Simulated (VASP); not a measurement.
A run of VASP 6.6.1:

INCAR

```
  ALGO = Normal
  EDIFF = 1E-7
  EDIFFG = -0.01
  ENCUT = 600
  GGA = PS
  IBRION = 2
  ISIF = 4
  ISMEAR = 0
  LASPH = True
  LCHARG = False
  LREAL = False
  LWAVE = False
  NELM = 60
  NSW = 50
  PREC = Accurate
  SIGMA = 0.1
```

KPOINTS

```
k-points
0
Gamma
  18 18 10
```

Contents of POSCAR:

```
Os
1.0
    2.6097477401      0.0000000000      0.0000000000
   -1.3048738700      2.2601078404      0.0000000000
    0.0000000000      0.0000000000      4.1450321574
Os
2
Direct
    0.3333333333      0.6666666667      0.2500000000
    0.6666666667      0.3333333333      0.7500000000
```

Potentials or basis: VASP PAW PBE potentials, release 64 (Os).

Launch:

```console
$ cat potpaw_PBE.64/Os/POTCAR > POTCAR
$ mpirun -np 1 vasp_std > vasp.out
```

Hardware: 1 thread of Intel(R) Xeon(R) Platinum 8488C (Sapphire Rapids) (shared host).

How long does it take, and how much memory?

Wall time 68 s on 1 thread of Intel(R) Xeon(R) Platinum 8488C (Sapphire Rapids), with other jobs on the host, peak memory 0.22 GiB. Counts: scf iterations 26, k points 222, ion steps 3.
